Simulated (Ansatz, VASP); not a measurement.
Two plane-wave programs on HfO2

```
CELL_PARAMETERS angstrom
3.69441 0.00000 0.00000
0.00000 3.69441 0.00000
0.00000 0.00000 5.26397
ATOMIC_POSITIONS crystal
Hf 0.50000 0.50000 0.50000
Hf 0.00000 0.00000 0.00000
O 0.00000 0.50000 0.69325
O 0.50000 0.00000 0.80675
O 0.50000 0.00000 0.30675
O 0.00000 0.50000 0.19325
```

Change from the starting cell: strain +0.025 along x and y, +0.000 along z, atoms carried along.

Alike in both runs: task single point; functional PBE; k mesh 6 × 6 × 4; occupations gaussian, width 0.05 eV; no spin polarisation.

|  | VASP | Ansatz |
| --- | --- | --- |
| version | VASP 6.6.1 | Ansatz 0.2.0 |
| potentials or method | VASP PAW PBE potentials, release 64 (Hf_pv, O), cutoff 520 eV | scalar-relativistic, plane waves, PAW |
| valence electrons in the cell | 44 | 76 |

Ansatz gave:

- gap on the k mesh at the Fermi level (eV): 4.31
- least direct gap on the mesh (eV): 4.38
- pressure (GPa): -11.0
- traceless stress, the component that is largest in VASP (GPa): 6.09
- rms of the force components (eV/Å): 0.078

Task: Estimate VASP's values.

Result: gap on the k mesh at the Fermi level (eV): 4.27; least direct gap on the mesh (eV): 4.34; pressure (GPa): -13.8; traceless stress, the component that is largest in VASP (GPa): 6.32; rms of the force components (eV/Å): 0.102.

Atom by atom the forces differ by 0.024 eV/Å (rms over components). VASP's potentials hold 44 valence electrons a cell and Ansatz's 76, so a difference there can come from the potentials and not from the codes.

Neither program's run includes spin-orbit coupling.
